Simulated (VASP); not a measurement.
# Ge (P6_3/mmc) in VASP: notebook, part 3 of 3

VASP 6.6.1. Earlier steps stand in the parts before.

### 5 Electric field gradients, PBEsol (volume scaled by 0.98)

File INCAR:

```
SYSTEM = Ge
  PREC = Accurate
  ENCUT = 520
  EDIFF = 1E-8
  ISMEAR = -1
  SIGMA = 0.05
  LREAL = .FALSE.
  LASPH = .TRUE.
  NELM = 80
  ALGO = Normal
  ISIF = 2
  LWAVE = .FALSE.
  LCHARG = .FALSE.
  GGA = PS
  LEFG = .TRUE.
  NBANDS = 36
```

File KPOINTS:

```
Automatic mesh
0
G
  11 11 6
  0 0 0
```

File POSCAR:

```
Ge
1.0
    3.9707555995      0.0000000000      0.0000000000
   -1.9853777998      3.4387752214      0.0000000000
    0.0000000000      0.0000000000      6.5550854883
Ge
4
Direct
    0.6666666667      0.3333333333      0.0629012500
    0.3333333333      0.6666666667      0.5629012500
    0.6666666667      0.3333333333      0.4370987500
    0.3333333333      0.6666666667      0.9370987500
```

Potentials or basis: VASP PAW PBE potentials, release 64 (Ge_d).

Command:

```bash
$ cat potpaw_PBE.64/Ge_d/POTCAR > POTCAR
$ mpirun -np 1 vasp_std > vasp.out
```

OUTCAR:

```text
SYSTEM = Ge
   PREC = Accurate
   ENCUT = 520
   EDIFF = 1E-8
   ISMEAR = -1
   LREAL = .FALSE.
   LASPH = .TRUE.
   NELM = 80
   ISIF = 2
   GGA = PS

 ion  position               nearest neighbor table
   1  0.667  0.333  0.063-   4 2.44   4 2.44   4 2.44   3 2.45
   2  0.333  0.667  0.563-   3 2.44   3 2.44   3 2.44   4 2.45
   3  0.667  0.333  0.437-   2 2.44   2 2.44   2 2.44   1 2.45
   4  0.333  0.667  0.937-   1 2.44   1 2.44   1 2.44   2 2.45

  LATTYP: Found a hexagonal cell.
 ALAT       =     3.9707555995
 C/A-ratio  =     1.6508408347

  Lattice vectors:

 A1 = (   3.9707555995,   0.0000000000,   0.0000000000)
 A2 = (  -1.9853777998,   3.4387752214,   0.0000000000)
 A3 = (   0.0000000000,   0.0000000000,   6.5550854883)

Analysis of symmetry for initial positions (statically):
=====================================================================
 Subroutine PRICEL returns:
 Original cell was already a primitive cell.

 Routine SETGRP: Setting up the symmetry group for a
 hexagonal supercell.

 Subroutine GETGRP returns: Found 24 space group operations
[... 1137 lines left out ...]
      1.98538      1.14626      0.41232        -0.000000     -0.000000      0.004762
     -0.00000      2.29252      3.68987        -0.000000     -0.000000      0.004762
      1.98538      1.14626      2.86522         0.000000      0.000000     -0.004762
     -0.00000      2.29252      6.14276         0.000000      0.000000     -0.004762
 -----------------------------------------------------------------------------------
    total drift:                               -0.000000      0.000000     -0.000000

  FREE ENERGIE OF THE ION-ELECTRON SYSTEM (eV)
  ---------------------------------------------------
  free  energy   TOTEN  =       -19.6774753413 eV

  energy  without entropy=      -19.6763723967  energy(sigma->0) =      -19.67692387

 Electric field gradients (V/A^2)
---------------------------------------------------------------------
 ion       V_xx      V_yy      V_zz      V_xy      V_xz      V_yz
---------------------------------------------------------------------
   1      -4.055    -4.056     8.111    -0.001     0.000    -0.000
   2      -4.055    -4.056     8.111    -0.001    -0.000     0.000
   3      -4.055    -4.056     8.111    -0.001    -0.000     0.000
   4      -4.055    -4.056     8.111    -0.001     0.000    -0.000
---------------------------------------------------------------------

 Electric field gradients after diagonalization (V/A^2)
 (convention: |V_zz| > |V_xx| > |V_yy|)
----------------------------------------------------------------------
 ion       V_xx      V_yy      V_zz     asymmetry (V_yy - V_xx)/ V_zz
----------------------------------------------------------------------
   1      -4.057    -4.054     8.111       0.000
   2      -4.057    -4.054     8.111       0.000
   3      -4.057    -4.054     8.111       0.000
   4      -4.057    -4.054     8.111       0.000
----------------------------------------------------------------------

           NMR quadrupolar parameters

 Cq : quadrupolar parameter    Cq=e*Q*V_zz/h
 eta: asymmetry parameters     (V_yy - V_xx)/ V_zz
 Q  : nuclear electric quadrupole moment in mb (millibarn)
----------------------------------------------------------------------
 ion       Cq(MHz)       eta       Q (mb)
----------------------------------------------------------------------
   1       0.020       0.000       1.000
   2       0.020       0.000       1.000
   3       0.020       0.000       1.000
   4       0.020       0.000       1.000
----------------------------------------------------------------------
```

stdout:

```text
POSCAR found type information on POSCAR Ge
 POSCAR found :  1 types and       4 ions
 scaLAPACK will be used
 -----------------------------------------------------------------------------
|                                                                             |
|                                                                             |
|     You enforced a specific xc type in the INCAR file but a different       |
|     I HOPE YOU KNOW WHAT YOU ARE DOING!                                     |
|                                                                             |
 -----------------------------------------------------------------------------

 LDA part: xc-table for (Slater+PW92), standard interpolation
 POSCAR, INCAR and KPOINTS ok, starting setup
 FFT: planning ... GRIDC
 FFT: planning ... GRID_SOFT
 FFT: planning ... GRID
 WAVECAR not read
 entering main loop
ion   1

ion   2

ion   3

ion   4
```

Wall time 3.5 min (1 thread of Oxide Virtual Turin-like, shared host); peak memory 0.25 GiB.

Results:

| Quantity | Value |
| --- | --- |
| Free energy | -19.6775 eV |
| Pressure | 1.3 GPa |
| Largest force | 0.005 eV/Å |
| Band gap on the k mesh | zero (band 28 reaches 5.15 eV, above the bottom of band 29 at 5.03 eV) |

Forces in eV/Å, atoms in the order of the input:
```
Ge   0.000  0.000  0.005
Ge   0.000  0.000  0.005
Ge   0.000  0.000 -0.005
Ge   0.000  0.000 -0.005
```

Stress tensor (GPa, compression positive):
```
1.32 0.00 0.00
0.00 1.32 0.00
0.00 0.00 1.20
```

Levels at points of the mesh, in eV from the Fermi level:
```tsv
k point	band 25	band 26	band 27	band 28	band 29	band 30	band 31	band 32
(0.00, 0.00, 0.00)	-1.56	-0.21	-0.13	0.08	0.08	0.10	2.20	2.20
(0.00, 0.00, 0.50)	-0.92	-0.92	-0.92	-0.92	0.66	0.66	3.32	3.32
```

Electric field gradients, principal values (V/Å²):
| atom | least | middle | greatest (by size) |
| --- | --- | --- | --- |
| 1 Ge | -4.054 | -4.057 | 8.111 |
| 2 Ge | -4.054 | -4.057 | 8.111 |
| 3 Ge | -4.054 | -4.057 | 8.111 |
| 4 Ge | -4.054 | -4.057 | 8.111 |

Caveat: without QUAD_EFG the Cq values of the log hold for a quadrupole moment of 1 mb, not for the nuclei; the PAW data sets were made with another functional, which shifts forces and pressure a little.

### 6 Overview

| cell | gap on the mesh (eV) | pressure (GPa) |
| --- | --- | --- |
| a = 4.011, b = 4.011, c = 6.621 Å, angles 90.0, 90.0, 120.0°, 4 atoms | none | -0.8 |
| a = 3.944, b = 3.944, c = 6.510 Å, angles 90.0, 90.0, 120.0°, 4 atoms | none | 2.9 |
| a = 3.971, b = 3.971, c = 6.555 Å, angles 90.0, 90.0, 120.0°, 4 atoms | none | 1.3 |

Alike in all rows: task electric field gradients; level PBEsol; potentials or basis VASP PAW PBE potentials, release 64 (Ge_d); no spin polarisation; k mesh 11 × 11 × 6; cutoff (eV) 520; smearing fermi-dirac 0.05 eV.

Caveats: the PAW data sets were made with another functional, which shifts forces and pressure a little.

Total energies depend on the potentials used, so only differences within one code and one set of settings carry meaning.
